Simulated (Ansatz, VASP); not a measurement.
# MgZnTe2: VASP beside Ansatz

The input INCAR:

```
PREC     = Accurate       # precision mode
ENCUT    = 520            # plane-wave cutoff, eV
EDIFF    = 1E-6           # SCF threshold, eV
ISMEAR   = 0              # smearing method
SIGMA    = 0.01           # smearing width, eV
LREAL    = F              # projectors in reciprocal space
LASPH    = T              # aspherical terms in the spheres
NELM     = 100            # most SCF steps
ALGO     = Normal         # electronic algorithm
ISIF     = 2              # what is computed and relaxed
LWAVE    = F              # write WAVECAR
LCHARG   = T              # write CHGCAR
GGA      = PE             # functional
LELF     = T              # ELF
LVHAR    = T            
NBANDS   = 21             # bands
```

File KPOINTS:

```
regular mesh
0
Gamma
  6 6 4
```

The input POSCAR:

```
MgZnTe2
1.0
    4.5167929678      0.0000000000      0.0000000000
    0.0000000000      4.5167929678      0.0000000000
    0.0000000000      0.0000000000      6.4576883338
Mg Te Zn
1 2 1
Direct
    0.0000000000      0.0000000000      0.0000000000
    0.0000000000      0.5000000000      0.2641086205
    0.5000000000      0.0000000000      0.7358913795
    0.5000000000      0.5000000000      0.5000000000
```

Input for Ansatz:

```yaml
crystal:
  lattice:
    - [4.5167929678, 0.0, 0.0]
    - [0.0, 4.5167929678, 0.0]
    - [0.0, 0.0, 6.4576883338]
  atoms:
    - { symbol: Mg, position: [0.0, 0.0, 0.0] }
    - { symbol: Te, position: [0.0, 0.5, 0.2641086205] }
    - { symbol: Zn, position: [0.5, 0.5, 0.5] }
    - { symbol: Te, position: [0.5, 0.0, 0.7358913795] }
kpoints:
  mp_grid: { grid: [6, 6, 4] }
hamiltonian:
  xc: pbe
scf:
  occupations: { method: fixed }
  n_extra_bands: 5
output:
  forces: true
  stress: true
  eigenvalues: true
```

Alike in both runs: task single point; functional PBE; k mesh 6 × 6 × 4; no spin polarisation.

|  | VASP | Ansatz |
| --- | --- | --- |
| version | VASP 6.6.1 | Ansatz 0.2.0 |
| potentials or method | VASP PAW PBE potentials, release 64 (Mg, Te, Zn) | plane waves, PAW |
| plane-wave cutoff (eV) | 520 | 420 |
| occupations | gaussian, width 0.01 eV | fixed |
| valence electrons in the cell | 26 | 54 |

```tsv
	VASP	Ansatz	Ansatz less VASP
gap on the k mesh at the Fermi level (eV)	1.37	1.37	+0.005
pressure (GPa)	-1.0	-1.1	-0.02
rms of the force components (eV/Å)	0.003	0.001	-0.0026
```

VASP's potentials hold 26 valence electrons a cell and Ansatz's 54, so a difference there can come from the potentials and not from the codes.

Spin-orbit coupling is off throughout.
